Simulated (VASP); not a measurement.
# BN in VASP: further runs

Runs on BN. Level: PBE+D3(BJ). Tasks: relaxation of the atoms.

Program: VASP 6.6.1. These are calculated values, not measurements. Logs are shortened: lines on timing, memory, paths and dates and some standing lists are left out, and cuts for length are marked.

## Step 1: The cell of the first run

The cell holds a slab with vacuum, 2 atoms: a = 2.559 Å, b = 2.521 Å, c = 26.000 Å, α = 90.00°, β = 90.00°, γ = 59.51°.

## Step 2: Relaxation of the atoms, PBE+D3(BJ) (strain along x +0.020)

The input, INCAR:

```
SYSTEM = BN
  PREC = Accurate
  ENCUT = 520
  EDIFF = 1E-6
  ISMEAR = 0
  SIGMA = 0.02
  LREAL = .FALSE.
  LASPH = .TRUE.
  NELM = 80
  ALGO = Normal
  ISIF = 2
  LWAVE = .FALSE.
  LCHARG = .FALSE.
  LDIPOL = .TRUE.
  IDIPOL = 3
  DIPOL = 0.5 0.5 0.500
  GGA = PE
  IVDW = 12
  IBRION = 2
  NSW = 60
  EDIFFG = -0.01
```

The input, KPOINTS:

```
Automatic mesh
0
G
  10 10 1
  0 0 0
```

The input, POSCAR:

```
BN
1.0
    2.5589293044      0.0014369821      0.0000000000
    1.2781801939      2.1733719166      0.0000000000
    0.0000000000      0.0000000000     26.0000000000
B N
1 1
Direct
    0.4999824925      0.4999824925      0.5000000000
    0.8333175175      0.8333175175      0.5000000000
```

Potentials or basis: VASP PAW PBE potentials, release 64 (B, N).

Launch:

```
$ cat potpaw_PBE.64/B/POTCAR potpaw_PBE.64/N/POTCAR > POTCAR
$ mpirun -np 1 vasp_std > vasp.out
```

OUTCAR:

```text
SYSTEM = BN
   PREC = Accurate
   ENCUT = 520
   EDIFF = 1E-6
   ISMEAR = 0
   LREAL = .FALSE.
   LASPH = .TRUE.
   NELM = 80
   ISIF = 2
   GGA = PE
   IVDW = 12
   IBRION = 2
   NSW = 60
   EDIFFG = -0.01
 IVDW          = 12

 ion  position               nearest neighbor table
   1  0.500  0.500  0.500-   2 1.45   2 1.47   2 1.47
   2  0.833  0.833  0.500-   1 1.45   1 1.47   1 1.47

  LATTYP: Found a simple monoclinic cell.
 ALAT       =     2.5213667119
 B/A-ratio  =    10.3118677173
 C/A-ratio  =     1.0000259186
 COS(beta)  =    -0.4850045040

  Lattice vectors:

 A1 = (   1.2781801939,   2.1733719166,   0.0000000000)
 A2 = (   0.0000000000,   0.0000000000,  26.0000000000)
 A3 = (   1.2807491105,  -2.1719349345,   0.0000000000)

Analysis of symmetry for initial positions (statically):
=====================================================================
 Subroutine PRICEL returns:
 Original cell was already a primitive cell.

 Routine SETGRP: Setting up the symmetry group for a
 simple monoclinic supercell.

 Subroutine GETGRP returns: Found  2 space group operations
 (whereof  2 operations were pure point group operations)
 out of a pool of  4 trial point group operations.

The static configuration has the point symmetry C_1h.

Analysis of symmetry for dynamics (positions and initial velocities):
=====================================================================
 Subroutine PRICEL returns:
 Original cell was already a primitive cell.

 Routine SETGRP: Setting up the symmetry group for a
 simple monoclinic supercell.

 Subroutine GETGRP returns: Found  2 space group operations
 (whereof  2 operations were pure point group operations)
 out of a pool of  4 trial point group operations.

The dynamic configuration has the point symmetry C_1h.

 Subroutine INISYM returns: Found  2 space group operations
 (whereof  2 operations are pure point group operations),
 and found     1 'primitive' translations

----------------------------------------------------------------------------------------

                                     Primitive cell

  volume of cell :     144.5514

  direct lattice vectors                    reciprocal lattice vectors
     2.558929304  0.001436982  0.000000000     0.390917547 -0.229902237  0.000000000
     1.278180194  2.173371917  0.000000000    -0.000258465  0.460266537  0.000000000
     0.000000000  0.000000000 26.000000000     0.000000000  0.000000000  0.038461538

  length of vectors
     2.558929708  2.521366712 26.000000000     0.453510272  0.460266609  0.038461538

  position of ions in fractional coordinates (direct lattice)
     0.499982493  0.499982493  0.500000000
     0.833317517  0.833317517  0.500000000

  ion indices of the primitive-cell ions
   primitive index   ion index
                 1           1
                 2           2

----------------------------------------------------------------------------------------

 KPOINTS: Automatic mesh

Automatic generation of k-mesh.
 Grid dimensions read from file:
 generate k-points for:   10   10    1

 Generating k-lattice:

  Cartesian coordinates                     Fractional coordinates (reciprocal lattice)
     0.039091755 -0.022990224  0.000000000     0.100000000  0.000000000  0.000000000
    -0.000025847  0.046026654  0.000000000     0.000000000  0.100000000  0.000000000
     0.000000000  0.000000000  0.038461538     0.000000000  0.000000000  1.000000000

  Length of vectors
     0.045351027  0.046026661  0.038461538

  Shift w.r.t. Gamma in fractional coordinates (k-lattice)
     0.000000000  0.000000000  0.000000000

 Subroutine IBZKPT returns following result:
 ===========================================

 Found     52 irreducible k-points:

 Following reciprocal coordinates:
            Coordinates               Weight
  0.000000  0.000000  0.000000      1.000000
  0.100000  0.000000  0.000000      2.000000
  0.200000  0.000000  0.000000      2.000000
  0.300000  0.000000  0.000000      2.000000
  0.400000  0.000000  0.000000      2.000000
  0.500000  0.000000  0.000000      1.000000
[... 16 lines left out ...]
 -0.400000  0.200000  0.000000      2.000000
 -0.300000  0.200000  0.000000      2.000000
 [... further k-points ...]
   k-points           NKPTS =     52   k-points in BZ     NKDIM =     52   number of bands    NBANDS=      8
   number of dos      NEDOS =    301   number of ions     NIONS =      2
   total plane-waves  NPLWV =  78400
   dimension x,y,z NGX =    20 NGY =   20 NGZ =  196
   dimension x,y,z NGXF=    40 NGYF=   40 NGZF=  392
   ions per type =               1   1
   NGX,Y,Z   is equivalent  to a cutoff of  12.99, 13.19, 12.53 a.u.
   NGXF,Y,Z  is equivalent  to a cutoff of  25.99, 26.37, 25.06 a.u.
 SYSTEM =  BN
   PREC   = accura    normal or accurate (medium, high low for compatibility)
   ISTART =      0    job   : 0-new  1-cont  2-samecut
   ICHARG =      2    charge: 1-file 2-atom 10-const
   ISPIN  =      1    spin polarized calculation?
   LNONCOLLINEAR =      F non collinear calculations
   LSORBIT =      F    spin-orbit coupling
   LASPH  =      T    aspherical Exc in radial PAW
   ENCUT  =  520.0 eV  38.22 Ry    6.18 a.u.   4.76  4.69 48.34*2*pi/ulx,y,z
   NELM   =     80;   NELMIN=  2; NELMDL= -5     # of ELM steps
   EDIFF  = 0.1E-05   stopping-criterion for ELM
   LREAL  =      F    real-space projection
   EDIFFG = -.1E-01   stopping-criterion for IOM
   NSW    =     60    number of steps for IOM
   IBRION =      2    ionic relax: 0-MD 1-quasi-New 2-CG
   NFREE  =      1    steps in history (QN), initial steepest desc. (CG)
   ISIF   =      2    stress and relaxation
   ISYM   =      2    0-nonsym 1-usesym 2-fastsym
   POTIM  = 0.5000    time-step for ionic-motion
   TEBEG  =    0.0;   TEEND  =   0.0 temperature during run
   PSTRESS=    0.0 pullay stress
   NELECT =       8.0000    total number of electrons
   NUPDOWN=      -1.0000    fix difference up-down
   EMIN   =  10.00;   EMAX   =-10.00  energy-range for DOS
   EFERMI =   0.00;   METHOD = LEGACY
   ISMEAR =     0;   SIGMA  =   0.02  broadening in eV -4-tet -1-fermi 0-gaus
   EFERMI_NEDOS =   21; number of points for ismear=-14 and -15
   IALGO  =     38    algorithm
   IMIX   =      4    mixing-type and parameters
     AMIX     =   0.40;   BMIX     =  1.00
     AMIX_MAG =   1.60;   BMIX_MAG =  1.00
  volume/ion in A,a.u.               =      72.28       487.74
  Fermi-wavevector in a.u.,A,eV,Ry     =   0.623875  1.178952  5.295656  0.389220
  Thomas-Fermi vector in A             =   1.684235
   LORBIT       =      0    0 simple, 1 ext, 2 COOP (PROOUT), +10 PAW based schemes
   GGA     = PE    functional components
   LHFCALC =     F    Hartree Fock is set to
   AEXX    =    0.0000 exact exchange contribution
   IVDW    =    12    specifies the selected vdW correction
   LEPSILON=     F    determine dielectric tensor
   LRPA    =     F    only Hartree local field effects (RPA)
 conjugate gradient relaxation of ions
 non-spin polarized calculation
 Gauss-broadening in eV      SIGMA  =   0.02
  energy-cutoff  :      520.00
  volume of cell :      144.55
 maximum number of plane-waves:      3922
   NGX =  9   NGY =  9   NGZ = 97

--------------------------------------- Ionic step        1  -------------------------------------------

 number of electron       8.0000000 magnetization

 Free energy of the ion-electron system (eV)
  ---------------------------------------------------
  ext. energy  EPLUGINS =         0.00000000
  ---------------------------------------------------
  free energy    TOTEN  =       -17.58445923 eV

  energy without entropy =      -17.58445923  energy(sigma->0) =      -17.58445923

------------------------ aborting loop because EDIFF is reached ----------------------------------------

 Edisp (eV)   -0.15107

 E8    (eV) :    -0.0485

  FORCE on cell =-STRESS in cart. coord.  units (eV):
  Direction    XX          YY          ZZ          XY          YZ          ZX
  --------------------------------------------------------------------------------------
  -------------------------------------------------------------------------------------
  Total      -1.94301    -0.33392    -0.01816     0.00022     0.00000     0.00000
  in kB     -21.53591    -3.70110    -0.20126     0.00241     0.00000     0.00000
  external pressure =       -8.48 kB  Pullay stress =        0.00 kB
[... 21 lines left out ...]
  energy  without entropy=      -17.7355295134  energy(sigma->0) =      -17.73552951

--------------------------------------- Ionic step        2  -------------------------------------------

 number of electron       8.0000000 magnetization

 dipolmoment           0.000000      0.000000     -0.000000 electrons x Angstroem

------------------------ aborting loop because EDIFF is reached ----------------------------------------

 Edisp (eV)   -0.15107

 E8    (eV) :    -0.0485

  FORCE on cell =-STRESS in cart. coord.  units (eV):
  Direction    XX          YY          ZZ          XY          YZ          ZX
  --------------------------------------------------------------------------------------
  -------------------------------------------------------------------------------------
  Total      -1.74976    -0.56398    -0.01831     0.00046     0.00000     0.00000
  in kB     -19.39392    -6.25099    -0.20292     0.00512     0.00000     0.00000
  external pressure =       -8.62 kB  Pullay stress =        0.00 kB
[... 21 lines left out ...]
  energy  without entropy=      -17.7320648436  energy(sigma->0) =      -17.73206484

--------------------------------------- Ionic step        3  -------------------------------------------

 number of electron       8.0000000 magnetization

 dipolmoment           0.000000      0.000000      0.000000 electrons x Angstroem

 Free energy of the ion-electron system (eV)
  ---------------------------------------------------
  ext. energy  EPLUGINS =         0.00000000
  ---------------------------------------------------
  free energy    TOTEN  =       -17.58501071 eV

  energy without entropy =      -17.58501071  energy(sigma->0) =      -17.58501071

 E-fermi :  -4.8205     XC(G=0):  -1.6155

 val. band max:       -4.9897531289   @ k =  -0.3000   0.4000   0.0000
 cond. band min:      -0.1383818397   @ k =   0.5000   0.0000   0.0000
 fundamental gap:      4.8513712892
 Fermi energy:        -4.8205134324

 k-point     1 :       0.0000    0.0000    0.0000
  band No.  band energies     occupation
      1     -22.2930      2.00000
      2      -9.8994      2.00000
      3      -6.3071      2.00000
      4      -6.1108      2.00000
      5      -0.1154      0.00000
      6       0.7898      0.00000
      7       1.0858      0.00000
      8       1.5490      0.00000
[... 243 lines left out ...]
 k-point    24 :      -0.3000    0.2000    0.0000
  band No.  band energies     occupation
      1     -19.4080      2.00000
      2     -12.5849      2.00000
      3     -10.3217      2.00000
      4      -5.8776      2.00000
      5       0.6559      0.00000
      6       5.5766      0.00000
      7       6.6301      0.00000
      8       7.0426      0.00000

 [... further k-points ...]

------------------------ aborting loop because EDIFF is reached ----------------------------------------

 vacuum level on the upper side and lower side of the slab       (xc-potential included)        -0.043        -0.043

 Edisp (eV)   -0.15107

 E8    (eV) :    -0.0485

  FORCE on cell =-STRESS in cart. coord.  units (eV):
  Direction    XX          YY          ZZ          XY          YZ          ZX
  --------------------------------------------------------------------------------------
  -------------------------------------------------------------------------------------
  Total      -1.89604    -0.40110    -0.01901     0.00028     0.00000     0.00000
  in kB     -21.01529    -4.44569    -0.21067     0.00315     0.00000     0.00000
  external pressure =       -8.56 kB  Pullay stress =        0.00 kB
[... 17 lines left out ...]
  FREE ENERGIE OF THE ION-ELECTRON SYSTEM (eV)
  ---------------------------------------------------
  free  energy   TOTEN  =       -17.7360795848 eV

  energy  without entropy=      -17.7360795848  energy(sigma->0) =      -17.73607958

 reached required accuracy - stopping structural energy minimisation

 vacuum level on the upper side and lower side of the slab         0.979         0.979
```

Run time: 2.4 min. Hardware: 1 thread of Intel Xeon Platinum 8259CL at 2.50GHz (Skylake/Cascade Lake), shared host; peak memory 0.31 GiB.

What came out:

| Quantity | Value |
| --- | --- |
| Free energy | -17.7361 eV |
| Energy gained by relaxing | 0.3 meV/atom |
| Ionic steps | 3 |
| Band gap on the k mesh | 4.85 eV (least direct gap 4.90 eV) |
| Dispersion energy per atom | -0.076 eV |

The path:
```tsv
step	energy change (eV)	largest force (eV/Å)	pressure (GPa)
1	0.0000	0.2066	-0.85
2	0.0035	0.5466	-0.86
3	-0.0006	0.0004	-0.86
```

Final structure:
```cif
data_structure
_symmetry_space_group_name_H-M 'P 1'
_symmetry_Int_Tables_number 1
_cell_length_a 2.5589
_cell_length_b 2.5214
_cell_length_c 26.0000
_cell_angle_alpha 90.000
_cell_angle_beta 90.000
_cell_angle_gamma 59.508
_cell_volume 144.55
loop_
_atom_site_label
_atom_site_type_symbol
_atom_site_fract_x
_atom_site_fract_y
_atom_site_fract_z
_atom_site_occupancy
B1 B 0.49937 0.50121 0.50000 1
N1 N 0.83393 0.83209 0.50000 1
```

Levels at points of the mesh, in eV from the valence-band top:
| k point | band 1 | band 2 | band 3 | band 4 | band 5 | band 6 | band 7 | band 8 |
| --- | --- | --- | --- | --- | --- | --- | --- | --- |
| (0.00, 0.00, 0.00) | -17.30 | -4.91 | -1.32 | -1.12 | 4.87 | 5.78 | 6.08 | 6.54 |
| (0.50, 0.00, 0.00) | -14.37 | -8.62 | -3.81 | -0.76 | 4.85 | 9.74 | 12.43 | 12.88 |
| (0.00, 0.50, 0.00) | -14.23 | -8.53 | -4.14 | -0.62 | 4.96 | 9.21 | 12.63 | 13.06 |
| (0.50, 0.50, 0.00) | -14.37 | -8.62 | -3.81 | -0.76 | 4.85 | 9.74 | 12.43 | 12.88 |

Caveat: the cell differs from its parent crystal (strain along x +0.020).

## Step 3: Relaxation of the atoms, PBE+D3(BJ) (biaxial strain -0.040)

The input, INCAR:

```
SYSTEM = BN
PREC     = Accurate       ! precision mode
ENCUT    = 520            ! plane-wave cutoff, eV
EDIFF    = 1E-6           ! SCF threshold, eV
ISMEAR   = 0              ! smearing method
SIGMA    = 0.02           ! smearing width, eV
LREAL    = .False.        ! projectors in reciprocal space
LASPH    = .True.         ! aspherical terms in the spheres
NELM     = 60             ! most SCF steps
ALGO     = Normal         ! electronic algorithm
ISIF     = 2              ! what is computed and relaxed
LWAVE    = .False.        ! write WAVECAR
LCHARG   = .False.        ! write CHGCAR
LDIPOL   = .True.       
IDIPOL   = 3            
DIPOL    = 0.5 0.5 0.500
GGA      = PE             ! functional
IVDW     = 12             ! dispersion correction
IBRION   = 2              ! ionic algorithm
NSW      = 60             ! ionic steps
EDIFFG   = -0.01          ! ionic threshold
```

The input, KPOINTS:

```
Automatic mesh
0
Gamma
  10 10 1
  0 0 0
```

The input, POSCAR:

```
BN
1.0
    2.4084040423      0.0013795064      0.0000000000
    1.2029931210      2.0864370312      0.0000000000
    0.0000000000      0.0000000000     26.0000000000
B N
1 1
Direct
    0.4999824916      0.4999824916      0.5000000000
    0.8333175184      0.8333175184      0.5000000000
```

Potentials or basis: VASP PAW PBE potentials, release 64 (B, N).

Launch:

```
$ cat potpaw_PBE.64/B/POTCAR potpaw_PBE.64/N/POTCAR > POTCAR
$ mpirun -np 1 vasp_std > vasp.out
```

OUTCAR:

```text
SYSTEM = BN
   PREC = Accurate
   ENCUT = 520
   EDIFF = 1E-6
   ISMEAR = 0
   LREAL = .False.
   LASPH = .True.
   NELM = 60
   ISIF = 2
   GGA = PE
   IVDW = 12
   IBRION = 2
   NSW = 60
   EDIFFG = -0.01
 IVDW          = 12

 ion  position               nearest neighbor table
   1  0.500  0.500  0.500-   2 1.39   2 1.39   2 1.39
   2  0.833  0.833  0.500-   1 1.39   1 1.39   1 1.39

  LATTYP: Found a hexagonal cell.
 ALAT       =     2.4084044375
 C/A-ratio  =    10.7955290215

  Lattice vectors:
[... 338 lines left out ...]

 Edisp (eV)   -0.16707

 E8    (eV) :    -0.0536

  FORCE on cell =-STRESS in cart. coord.  units (eV):
  Direction    XX          YY          ZZ          XY          YZ          ZX
  --------------------------------------------------------------------------------------
  -------------------------------------------------------------------------------------
  Total       5.48592     5.48596    -0.02195    -0.00004     0.00000     0.00000
  in kB      67.29698    67.29751    -0.26924    -0.00046     0.00000     0.00000
  external pressure =       44.78 kB  Pullay stress =        0.00 kB

 VOLUME and BASIS-vectors are now :
 -----------------------------------------------------------------------------
  energy-cutoff  :      520.00
  volume of cell :      130.61
      direct lattice vectors                 reciprocal lattice vectors
     2.408404042  0.001379506  0.000000000     0.415349895 -0.239481498  0.000000000
     1.202993121  2.086437031  0.000000000    -0.000274620  0.479444312  0.000000000
     0.000000000  0.000000000 26.000000000     0.000000000  0.000000000  0.038461538

 POSITION                                       TOTAL-FORCE (eV/Angst)
 -----------------------------------------------------------------------------------
      1.80564      1.04387     13.00000        -0.000000      0.000000      0.000000
      3.00944      1.73981     13.00000         0.000000     -0.000000      0.000000
 -----------------------------------------------------------------------------------
    total drift:                               -0.003333     -0.001927     -0.000000

  FREE ENERGIE OF THE ION-ELECTRON SYSTEM (eV)
  ---------------------------------------------------
  free  energy   TOTEN  =       -17.5355976873 eV

  energy  without entropy=      -17.5355976873  energy(sigma->0) =      -17.53559769

 reached required accuracy - stopping structural energy minimisation

 vacuum level on the upper side and lower side of the slab         1.064         1.064
```

OSZICAR:

```text
N       E                     dE             d eps       ncg     rms          rms(c)
DAV:   1     0.778870156187E+02    0.77887E+02   -0.34005E+03   240   0.719E+02
DAV:   2    -0.111326680246E+02   -0.89020E+02   -0.69344E+02   344   0.129E+02
DAV:   3    -0.196499298131E+02   -0.85173E+01   -0.74038E+01   288   0.686E+01
[... 13 lines left out ...]
DAV:  17    -0.173685115613E+02   -0.27341E-04   -0.24142E-06   344   0.830E-03    0.834E-04
DAV:  18    -0.173685250070E+02   -0.13446E-04   -0.19743E-07   344   0.268E-03    0.553E-04
DAV:  19    -0.173685280779E+02   -0.30709E-05   -0.83411E-08   296   0.148E-03    0.200E-04
DAV:  20    -0.173685293617E+02   -0.12838E-05   -0.16417E-08   328   0.683E-04    0.840E-05
DAV:  21    -0.173685294911E+02   -0.12940E-06   -0.61791E-10   368   0.160E-04
   1 F= -.17535598E+02 E0= -.17535598E+02  d E =-.175356E+02
```

CONTCAR:

```text
BN
   1.00000000000000
     2.4084040422999999    0.0013795064000000    0.0000000000000000
     1.2029931210000000    2.0864370312000000    0.0000000000000000
     0.0000000000000000    0.0000000000000000   26.0000000000000000
  B               N
     1     1
Direct
     0.4999824916000009    0.4999824916000009    0.5000000000000000
     0.8333175184000012    0.8333175184000012    0.5000000000000000

  0.00000000E+00  0.00000000E+00  0.00000000E+00
  0.00000000E+00  0.00000000E+00  0.00000000E+00
```

Run time: 29 s. Hardware: 1 thread of Intel Xeon Platinum 8488C (Sapphire Rapids), shared host; peak memory 0.24 GiB.

Results:

- Free energy: -17.5356 eV
- Band gap on the k mesh: 4.75 eV (least direct gap 5.37 eV)
- Dispersion energy per atom: -0.084 eV

Final structure:
```xyz
2
Lattice="2.4084 0.0014 0.0000 1.2030 2.0864 0.0000 0.0000 0.0000 26.0000" Properties=species:S:1:pos:R:3 pbc="T T T"
B     1.8056    1.0439   13.0000
N     3.0094    1.7398   13.0000
```

Caveat: the cell differs from its parent crystal (biaxial strain -0.040); the relaxation stopped at its first step, so nothing moved.

(Continued in part 2 of 2.)
